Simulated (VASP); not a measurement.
# MnF2 (P4_2/mnm) in VASP: a series of runs

The runs below take MnF2 through single point, with LDA, PBE.

Everything below comes from runs of VASP 6.6.1. Logs are shortened: lines on timing, memory, paths and dates and some standing lists are left out, and cuts for length are marked.

### 1 The cell of the first run

Symmetry: P4_2/mnm, No. 136, tetragonal system. Conventional cell: a = 4.774 Å, b = 4.774 Å, c = 3.243 Å, α = 90.00°, β = 90.00°, γ = 90.00°. Within 2.7 Å of Mn (site symmetry mmm) lie 6 F at 2.06 to 2.09 Å. Within 2.7 Å of F (site symmetry m2m) lie 3 Mn at 2.06 to 2.09 Å and 1 F at 2.63 Å.

### 2 Single point, LDA, collinear spin, ferromagnetic start

INCAR

```
SYSTEM = MnF2
ALGO = Normal
EDIFF = 1E-7
ENCUT = 520
ISIF = 2
ISMEAR = -1
ISPIN = 2
LASPH = .TRUE.
LCHARG = .FALSE.
LMAXMIX = 4
LORBIT = 11
LREAL = .FALSE.
LWAVE = .FALSE.
MAGMOM = 4 4 0 0 0 0
NBANDS = 40
NELM = 150
PREC = Accurate
SIGMA = 0.05
```

KPOINTS

```
k-points
0
G
  6 6 8
  0 0 0
```

POSCAR

```
MnF2
1.0
    4.7743067767      0.0000000000      0.0000000000
    0.0000000000      4.7743067767      0.0000000000
    0.0000000000      0.0000000000      3.2431157301
Mn F
2 4
Direct
    0.5000000000      0.5000000000      0.5000000000
    0.0000000000      0.0000000000      0.0000000000
    0.8053000000      0.1947000000      0.5000000000
    0.6947000000      0.6947000000      0.0000000000
    0.1947000000      0.8053000000      0.5000000000
    0.3053000000      0.3053000000      0.0000000000
```

Potentials or basis: VASP PAW LDA potentials, release 64 (Mn_pv, F).

Started as:

```console
$ cat potpaw_LDA.64/Mn_pv/POTCAR potpaw_LDA.64/F/POTCAR > POTCAR
$ mpirun -np 1 vasp_std > vasp.out
```

OUTCAR:

```text
SYSTEM = MnF2
   EDIFF = 1E-7
   ENCUT = 520
   ISIF = 2
   ISMEAR = -1
   ISPIN = 2
   LASPH = .TRUE.
   LORBIT = 11
   LREAL = .FALSE.
   NELM = 150
   PREC = Accurate

 ion  position               nearest neighbor table
   1  0.500  0.500  0.500-   3 2.06   5 2.06   4 2.09   6 2.09   4 2.09   6 2.09
   2  0.000  0.000  0.000-   4 2.06   6 2.06   5 2.09   3 2.09   3 2.09   5 2.09
   3  0.805  0.195  0.500-   1 2.06   2 2.09   2 2.09
   4  0.695  0.695  0.000-   2 2.06   1 2.09   1 2.09
   5  0.195  0.805  0.500-   1 2.06   2 2.09   2 2.09
   6  0.305  0.305  0.000-   2 2.06   1 2.09   1 2.09

  LATTYP: Found a simple tetragonal cell.
 ALAT       =     4.7743067767
 C/A-ratio  =     0.6792851574

  Lattice vectors:

 A1 = (   4.7743067767,   0.0000000000,   0.0000000000)
 A2 = (   0.0000000000,   4.7743067767,   0.0000000000)
 A3 = (   0.0000000000,   0.0000000000,   3.2431157301)

Analysis of symmetry for initial positions (statically):
=====================================================================
 Subroutine PRICEL returns:
 Original cell was already a primitive cell.

 Routine SETGRP: Setting up the symmetry group for a
 simple tetragonal supercell.

 Subroutine GETGRP returns: Found 16 space group operations
 (whereof  8 operations were pure point group operations)
 out of a pool of 16 trial point group operations.

The static configuration has the point symmetry D_2h.
 The point group associated with its full space group is D_4h.

Analysis of symmetry for dynamics (positions and initial velocities):
=====================================================================
 Subroutine PRICEL returns:
 Original cell was already a primitive cell.

 Routine SETGRP: Setting up the symmetry group for a
 simple tetragonal supercell.

 Subroutine GETGRP returns: Found 16 space group operations
 (whereof  8 operations were pure point group operations)
 out of a pool of 16 trial point group operations.

The dynamic configuration has the point symmetry D_2h.
 The point group associated with its full space group is D_4h.

Analysis of structural, dynamic, and magnetic symmetry:
=====================================================================
 Subroutine PRICEL returns:
 Original cell was already a primitive cell.

 Routine SETGRP: Setting up the symmetry group for a
 simple tetragonal supercell.

 Subroutine GETGRP returns: Found 16 space group operations
 (whereof  8 operations were pure point group operations)
 out of a pool of 16 trial point group operations.

The overall configuration has the point symmetry D_2h.
 The point group associated with its full space group is D_4h.

 Subroutine INISYM returns: Found 16 space group operations
 (whereof  8 operations are pure point group operations),
 and found     1 'primitive' translations

----------------------------------------------------------------------------------------

                                     Primitive cell

  volume of cell :      73.9236

  direct lattice vectors                    reciprocal lattice vectors
     4.774306777  0.000000000  0.000000000     0.209454492  0.000000000  0.000000000
     0.000000000  4.774306777  0.000000000     0.000000000  0.209454492  0.000000000
     0.000000000  0.000000000  3.243115730     0.000000000  0.000000000  0.308345456

  length of vectors
     4.774306777  4.774306777  3.243115730     0.209454492  0.209454492  0.308345456

  position of ions in fractional coordinates (direct lattice)
     0.500000000  0.500000000  0.500000000
     0.000000000  0.000000000  0.000000000
     0.805300000  0.194700000  0.500000000
     0.694700000  0.694700000  0.000000000
     0.194700000  0.805300000  0.500000000
     0.305300000  0.305300000  0.000000000

  ion indices of the primitive-cell ions
   primitive index   ion index
                 1           1
                 2           2
                 3           3
                 4           4
                 5           5
                 6           6

----------------------------------------------------------------------------------------
[... 49 lines left out ...]
  0.333333  0.000000  0.250000      8.000000
  0.500000  0.000000  0.250000      4.000000
 [... further k-points ...]
   k-points           NKPTS =     50   k-points in BZ     NKDIM =     50   number of bands    NBANDS=     40
   number of dos      NEDOS =    301   number of ions     NIONS =      6
   total plane-waves  NPLWV =  31104
   dimension x,y,z NGX =    36 NGY =   36 NGZ =   24
   dimension x,y,z NGXF=    72 NGYF=   72 NGZF=   48
   ions per type =               2   4
   NGX,Y,Z   is equivalent  to a cutoff of  12.54, 12.54, 12.30 a.u.
   NGXF,Y,Z  is equivalent  to a cutoff of  25.07, 25.07, 24.61 a.u.
 SYSTEM =  MnF2
   PREC   = accura    normal or accurate (medium, high low for compatibility)
   ISTART =      0    job   : 0-new  1-cont  2-samecut
   ICHARG =      2    charge: 1-file 2-atom 10-const
   ISPIN  =      2    spin polarized calculation?
   LNONCOLLINEAR =      F non collinear calculations
   LSORBIT =      F    spin-orbit coupling
   LASPH  =      T    aspherical Exc in radial PAW
   ENCUT  =  520.0 eV  38.22 Ry    6.18 a.u.   8.88  8.88  6.03*2*pi/ulx,y,z
   NELM   =    150;   NELMIN=  2; NELMDL= -5     # of ELM steps
   EDIFF  = 0.1E-06   stopping-criterion for ELM
   LREAL  =      F    real-space projection
   EDIFFG = 0.1E-05   stopping-criterion for IOM
   NSW    =      0    number of steps for IOM
   IBRION =     -1    ionic relax: 0-MD 1-quasi-New 2-CG
   NFREE  =      0    steps in history (QN), initial steepest desc. (CG)
   ISIF   =      2    stress and relaxation
   ISYM   =      2    0-nonsym 1-usesym 2-fastsym
   POTIM  = 0.5000    time-step for ionic-motion
   TEBEG  =    0.0;   TEEND  =   0.0 temperature during run
   PSTRESS=    0.0 pullay stress
   NELECT =      54.0000    total number of electrons
   NUPDOWN=      -1.0000    fix difference up-down
   EMIN   =  10.00;   EMAX   =-10.00  energy-range for DOS
   EFERMI =   0.00;   METHOD = LEGACY
   ISMEAR =    -1;   SIGMA  =   0.05  broadening in eV -4-tet -1-fermi 0-gaus
   EFERMI_NEDOS =   21; number of points for ismear=-14 and -15
   IALGO  =     38    algorithm
   IMIX   =      4    mixing-type and parameters
     AMIX     =   0.40;   BMIX     =  1.00
     AMIX_MAG =   1.60;   BMIX_MAG =  1.00
  volume/ion in A,a.u.               =      12.32        83.14
  Fermi-wavevector in a.u.,A,eV,Ry     =   1.474388  2.786189 29.576607  2.173819
  Thomas-Fermi vector in A             =   2.589165
   LORBIT       =     11    0 simple, 1 ext, 2 COOP (PROOUT), +10 PAW based schemes
   GGA     = CA    functional components
   LHFCALC =     F    Hartree Fock is set to
   AEXX    =    0.0000 exact exchange contribution
   IVDW    =     0    specifies the selected vdW correction
   LEPSILON=     F    determine dielectric tensor
   LRPA    =     F    only Hartree local field effects (RPA)
 spin polarized calculation
  energy-cutoff  :      520.00
  volume of cell :       73.92
 maximum number of plane-waves:      2020
 NGX is ok and might be reduce to    36
   NGX = 17   NGY = 17   NGZ = 13

 number of electron      54.0000002 magnetization      10.0000244

 number of electron      54.0000002 magnetization       9.9999963

 Free energy of the ion-electron system (eV)
  ---------------------------------------------------
  ext. energy  EPLUGINS =         0.00000000
  ---------------------------------------------------
  free energy    TOTEN  =       -41.72176880 eV

  energy without entropy =      -41.72176333  energy(sigma->0) =      -41.72176607

 E-fermi :   4.4220     XC(G=0): -10.8029

 val. band max:        4.0640037064   @ k =   0.0000   0.0000   0.0000
 cond. band min:       4.7451539949   @ k =   0.0000   0.0000   0.0000
 fundamental gap:      0.6811502884
 Fermi energy:         4.4219518832

 spin component 1

 k-point     1 :       0.0000    0.0000    0.0000
  band No.  band energies     occupation
      1     -45.8793      1.00000
      2     -45.8793      1.00000
      3     -45.8180      1.00000
      4     -45.8180      1.00000
      5     -45.8147      1.00000
      6     -45.8118      1.00000
[... 997 lines left out ...]
     38      13.7465      0.00000
     39      14.4604      0.00000

 [... further k-points ...]

 spin component 2

 k-point     1 :       0.0000    0.0000    0.0000
  band No.  band energies     occupation
      1     -41.3706      1.00000
      2     -41.3706      1.00000
      3     -41.3003      1.00000
      4     -41.3003      1.00000
      5     -41.2921      1.00000
      6     -41.2880      1.00000
[... 997 lines left out ...]
     38      14.5686      0.00000
     39      15.2521      0.00000

 [... further k-points ...]

 [bands above 39 left out]

------------------------ aborting loop because EDIFF is reached ----------------------------------------

  FORCE on cell =-STRESS in cart. coord.  units (eV):
  Direction    XX          YY          ZZ          XY          YZ          ZX
  --------------------------------------------------------------------------------------
  -------------------------------------------------------------------------------------
  Total        0.2694855      0.2694855      0.4673220      0.0000000      0.0000000      0.0000000
  in kB        5.8406720      5.8406720     10.1284677      0.0000000      0.0000000      0.0000000
  external PRESSURE =       7.2699372 kB  Pullay stress =       0.0000000 kB

 VOLUME and BASIS-vectors are now :
 -----------------------------------------------------------------------------
  energy-cutoff  :      520.00
  volume of cell :       73.92
      direct lattice vectors                 reciprocal lattice vectors
     4.774306777  0.000000000  0.000000000     0.209454492  0.000000000  0.000000000
     0.000000000  4.774306777  0.000000000     0.000000000  0.209454492  0.000000000
     0.000000000  0.000000000  3.243115730     0.000000000  0.000000000  0.308345456

 POSITION                                       TOTAL-FORCE (eV/Angst)
 -----------------------------------------------------------------------------------
      2.38715      2.38715      1.62156         0.000000     -0.000000      0.000000
      0.00000      0.00000      0.00000         0.000000     -0.000000      0.000000
      3.84475      0.92956      1.62156        -0.021916      0.021916     -0.000000
      3.31671      3.31671      0.00000         0.021916      0.021916     -0.000000
      0.92956      3.84475      1.62156         0.021916     -0.021916      0.000000
      1.45760      1.45760      0.00000        -0.021916     -0.021916      0.000000
 -----------------------------------------------------------------------------------
    total drift:                                0.000000      0.000000      0.000000

  FREE ENERGIE OF THE ION-ELECTRON SYSTEM (eV)
  ---------------------------------------------------
  free  energy   TOTEN  =       -41.7217688010 eV

  energy  without entropy=      -41.7217633292  energy(sigma->0) =      -41.72176607

 total charge

# of ion       s       p       d       tot
------------------------------------------
    1        0.184   6.173   4.985  11.342
    2        0.184   6.173   4.985  11.342
    3        1.727   4.351   0.000   6.078
    4        1.727   4.351   0.000   6.078
    5        1.727   4.351   0.000   6.078
    6        1.727   4.351   0.000   6.078
--------------------------------------------------
tot          7.276  29.750   9.970  46.995

 magnetization (x)

# of ion       s       p       d       tot
------------------------------------------
    1        0.021   0.019   4.498   4.539
    2        0.021   0.019   4.498   4.539
    3        0.010   0.096   0.000   0.106
    4        0.010   0.096   0.000   0.106
    5        0.010   0.096   0.000   0.106
    6        0.010   0.096   0.000   0.106
--------------------------------------------------
tot          0.081   0.423   8.997   9.501
```

It took 81 s on 1 thread of Intel Xeon 6975P-C (Granite Rapids), shared host; peak memory 0.3 GiB.

Results:

```
Free energy                                           : -41.7218 eV
Pressure                                              : 0.7 GPa
Largest force                                         : 0.031 eV/Å
Band gap on the k mesh                                : 0.68 eV
Net moment                                            : 10.00 μB per cell
Site moments                                          : Mn +4.54; F +0.11 μB
Valence electrons inside the program's atomic spheres : Mn 11.34; F 6.08
```

Forces in eV/Å, atoms in the order of the input:
```
Mn   0.000  0.000  0.000
Mn   0.000  0.000  0.000
F   -0.022  0.022  0.000
F    0.022  0.022  0.000
F    0.022 -0.022  0.000
F   -0.022 -0.022  0.000
```

Caveat: the run started ferromagnetic, and an antiferromagnetic order may lie lower in energy. A k mesh can miss the band edges.

### 3 Single point, PBE, collinear spin, ferromagnetic start

INCAR

```
SYSTEM = MnF2
ALGO = Normal
EDIFF = 1E-6
ENCUT = 520
GGA = PE
ISIF = 2
ISMEAR = -1
ISPIN = 2
LASPH = .True.
LCHARG = .False.
LMAXMIX = 4
LORBIT = 11
LREAL = .False.
LWAVE = .False.
MAGMOM = 4 4 0 0 0 0
NBANDS = 40
NELM = 150
PREC = Accurate
SIGMA = 0.05
```

KPOINTS

```
k-points
0
Gamma
  6 6 8
  0 0 0
```

POSCAR is that of step 2.

Potentials or basis: VASP PAW PBE potentials, release 64 (Mn_pv, F).

Started as:

```console
$ cat potpaw_PBE.64/Mn_pv/POTCAR potpaw_PBE.64/F/POTCAR > POTCAR
$ mpirun -np 1 vasp_std > vasp.out
```

Wall time 81 s (1 thread of Intel Xeon 6975P-C (Granite Rapids), shared host); peak memory 0.33 GiB.

Results (log left out):

```
Free energy                                           : -39.0728 eV
Pressure                                              : 11.3 GPa
Largest force                                         : 0.123 eV/Å
Band gap on the k mesh                                : 1.01 eV
Net moment                                            : 10.00 μB per cell
Site moments                                          : Mn +4.58; F +0.10 μB
Valence electrons inside the program's atomic spheres : Mn 11.33; F 6.12
```

Forces on the atoms (eV/Å):
```
Mn   0.000  0.000  0.000
Mn   0.000  0.000  0.000
F   -0.087  0.087  0.000
F    0.087  0.087  0.000
F    0.087 -0.087  0.000
F   -0.087 -0.087  0.000
```

Stress tensor (GPa, compression positive):
```
10.58  0.00  0.00
 0.00 10.58  0.00
 0.00  0.00 12.78
```

Levels at points of the mesh, in eV from the valence-band top:
Spin up:
| k point | band 30 | band 31 | band 32 | band 33 | band 34 | band 35 |
| --- | --- | --- | --- | --- | --- | --- |
| (0.00, 0.00, 0.00) | -0.61 | -0.61 | 0.00 | 1.01 | 6.36 | 6.36 |
| (0.50, 0.00, 0.00) | -0.87 | -0.75 | -0.75 | 3.44 | 3.44 | 7.76 |
| (0.50, 0.50, 0.00) | -1.18 | -0.62 | -0.62 | 5.10 | 5.10 | 5.42 |
| (0.00, 0.00, 0.50) | -1.32 | -1.08 | -1.08 | 5.77 | 5.77 | 9.57 |
| (0.50, 0.00, 0.50) | -1.77 | -0.36 | -0.36 | 6.77 | 6.77 | 7.10 |
| (0.50, 0.50, 0.50) | -1.35 | -0.89 | -0.89 | 7.03 | 7.03 | 7.73 |
Spin down:
```csv
k point,band 18,band 19,band 20,band 21,band 22,band 23,band 24,band 25,band 26,band 27
"(0.00, 0.00, 0.00)",-6.53,-5.60,-5.20,-5.20,-4.90,1.44,1.47,1.91,2.00,2.00
"(0.50, 0.00, 0.00)",-6.32,-6.03,-6.03,-5.26,-5.26,1.67,1.67,2.14,2.14,2.17
"(0.50, 0.50, 0.00)",-6.06,-5.67,-5.67,-5.62,-5.62,1.53,1.53,2.02,2.02,2.19
"(0.00, 0.00, 0.50)",-6.29,-5.91,-5.91,-5.66,-5.66,1.93,1.93,2.04,2.04,2.08
"(0.50, 0.00, 0.50)",-6.57,-5.72,-5.72,-5.44,-5.44,1.61,1.61,2.09,2.09,2.31
"(0.50, 0.50, 0.50)",-6.26,-5.43,-5.43,-5.32,-5.32,1.89,1.89,2.01,2.01,2.17
```

Caveat: the cell stands under pressure; the run started ferromagnetic, and an antiferromagnetic order may lie lower in energy.
